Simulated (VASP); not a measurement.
Here is a VASP 6.6.1 calculation.

Contents of INCAR:

```
PREC = Accurate
ENCUT = 520
EDIFF = 1E-7
ISMEAR = 0
SIGMA = 0.1
LREAL = Auto
LASPH = T
NELM = 150
ALGO = Normal
ISIF = 2
LWAVE = F
LCHARG = F
ISPIN = 2
MAGMOM = 1.42 0 0 0 0 0 0 0 0 0 0 0 0 0 0 0 0 0 0 0 0 0 0
LORBIT = 11
LMAXMIX = 4
GGA = PE
NBANDS = 88
KPAR = 4
```

KPOINTS

```
regular mesh
0
Gamma
  4 4 4
```

POSCAR

```
Ti6MnB16
1.0
    6.0637821705     -0.0000000001      0.0000000000
   -3.0318910853     -5.2513894026      0.0000000000
    0.0000000000      0.0000000000     -6.4488370057
Mn Ti B
1 6 16
Direct
   -0.3362554599      0.4999998665      0.5000000771
    0.0059732876      0.5000000569      0.0000000000
    0.4947527188      0.5000000569      0.0000000000
    0.0033110131      1.0045886137      0.5000000771
    0.0009713503      1.0040169555      0.0000000000
    0.4987225688      0.9954114234      0.5000000771
    0.4969543993      0.9959830816      0.0000000000
    0.8341400169      0.1659846439      0.2487443858
    0.8341400169      0.1659846439      0.7512556133
    0.3346037656      0.1705045906      0.2494618795
    0.3346037656      0.1705045906      0.7505381196
    0.8392014086      0.6726882600      0.2279145835
    0.8392014086      0.6726882600      0.7720854156
    0.3303603759      0.6663152800      0.2457005811
    0.3303603759      0.6663152800      0.7542994180
    0.1640450576      0.3336846434      0.2457005811
    0.1640450576      0.3336846434      0.7542994180
    0.6665131102      0.3273116633      0.2279145835
    0.6665131102      0.3273116633      0.7720854156
    0.1681554580      0.8340154699      0.2487443858
    0.1681554580      0.8340154699      0.7512556133
    0.6640991367      0.8294953328      0.2494620346
    0.6640991367      0.8294953328      0.7505379646
```

Potentials or basis: VASP PAW PBE potentials, release 64 (Mn_pv, Ti_sv, B).

The run is started by

```sh
$ cat potpaw_PBE.64/Mn_pv/POTCAR potpaw_PBE.64/Ti_sv/POTCAR potpaw_PBE.64/B/POTCAR > POTCAR
$ mpirun -np 4 vasp_std > vasp.out
```

**Question.** Predict the largest force.

**Answer.** 4.479 eV/Å.

**Question.** What does it give for the pressure?

**Answer.** 0.5 GPa.

**Question.** Estimate the net moment.

**Answer.** 0.00 μB per cell.

Forces in eV/Å, atoms in the order of the input:
```
Mn  -4.479  0.000  0.000
Ti   0.352  0.000  0.000
Ti   0.227  0.000  0.000
Ti   0.276  0.549  0.000
Ti   0.173  0.005  0.000
Ti   0.276 -0.549  0.000
Ti   0.173 -0.005  0.000
B    0.282  0.097 -0.006
B    0.282  0.097  0.006
B    0.198 -0.086 -0.107
B    0.198 -0.086  0.107
B    0.284  0.240 -0.768
B    0.284  0.240  0.768
B   -0.013 -0.096 -0.009
B   -0.013 -0.096  0.009
B   -0.013  0.096 -0.009
B   -0.013  0.096  0.009
B    0.284 -0.240 -0.768
B    0.284 -0.240  0.768
B    0.282 -0.097 -0.006
B    0.282 -0.097  0.006
B    0.198  0.086 -0.107
B    0.198  0.086  0.107
```

Caveat: the moments typed at the start vanished in this run.
